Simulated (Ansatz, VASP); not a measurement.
**Two plane-wave programs on ZnO**

```xyz
4
Lattice="3.2137 0.0000 0.0000 -1.6069 2.7832 0.0000 0.0000 0.0000 5.3166" Properties=species:S:1:pos:R:3 pbc="T T T"
Zn    1.6069    0.9277    2.6776
Zn    0.0000    1.8555    0.0193
O     1.6069    0.9277    4.6609
O     0.0000    1.8555    2.0026
```

Alike in both runs: task single point; functional r2SCAN; k mesh 12 × 12 × 6; occupations gaussian, width 0.02 eV; no spin polarisation.

|  | VASP | Ansatz |
| --- | --- | --- |
| version | VASP 6.6.1 | Ansatz 0.2.0 |
| potentials or method | VASP PAW PBE potentials, release 64 (Zn, O), cutoff 520 eV | scalar-relativistic, plane waves, PAW |
| valence electrons in the cell | 36 | 36 |

Ansatz gave:

* gap on the k mesh at the Fermi level (eV): 1.19
* least direct gap on the mesh (eV): 1.19
* pressure (GPa): -1.0
* traceless stress, the component that is largest in VASP (GPa): -2.08
* rms of the force components (eV/Å): 0.000

Task: What did VASP give for the same quantities?

Result: gap on the k mesh at the Fermi level (eV): 1.19; least direct gap on the mesh (eV): 1.19; pressure (GPa): 0.0; traceless stress, the component that is largest in VASP (GPa): -2.00; rms of the force components (eV/Å): 0.006.

VASP's potentials were made for PBE, not for r2SCAN. Atom by atom the forces differ by 0.006 eV/Å (rms over components).
